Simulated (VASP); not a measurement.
BiTe: single point with PBE

Crystal: BiTe.

```
Bi Te
1.0
     2.35630    1.36041    3.22636
    -2.35630    1.36041    3.22636
     0.00000   -2.72082    3.22636
Bi Te
1 1
Direct
  0.50000 0.50000 0.50000
  0.00000 0.00000 0.00000
```

```yaml
Program: VASP 6.6.1
Task: single point
Functional: PBE
Potentials_or_basis: VASP PAW PBE potentials, release 64 (Bi_d, Te)
Cutoff: 520 eV
k_mesh: 8 × 8 × 8
Occupations: fermi-dirac, width 0.02 eV
Spin: no spin polarisation
Dipole_correction: no
Further_INCAR_settings: ALGO = Normal; EDIFF = 1e-07; NBANDS = 18
```

```
Pressure : 4.7 GPa
```

Stress tensor (GPa, compression positive):
```
5.13 0.00 0.00
0.00 5.13 0.00
0.00 0.00 3.91
```

Levels at points of the mesh, in eV from the Fermi level:
| k point | band 7 | band 8 | band 9 | band 10 | band 11 | band 12 | band 13 | band 14 |
| --- | --- | --- | --- | --- | --- | --- | --- | --- |
| (0.00, 0.00, 0.00) | -8.02 | -3.23 | -3.23 | -1.80 | 2.01 | 2.67 | 2.67 | 3.85 |
| (0.50, 0.00, 0.00) | -11.72 | -2.07 | -1.98 | -1.07 | -1.02 | -0.78 | 0.32 | 6.68 |
| (0.50, 0.50, 0.00) | -10.04 | -6.24 | -4.99 | -3.69 | 2.08 | 3.36 | 3.91 | 5.11 |
| (0.50, 0.50, 0.50) | -11.22 | -2.63 | -2.63 | -2.39 | -1.76 | -1.51 | -1.51 | 8.23 |

Wall time 22 s on 1 thread of Intel(R) Xeon(R) 6975P-C (Granite Rapids), on a shared host, peak memory 0.21 GiB.

Caveat: spin-orbit coupling is left out, which moves the levels of the heavy elements.
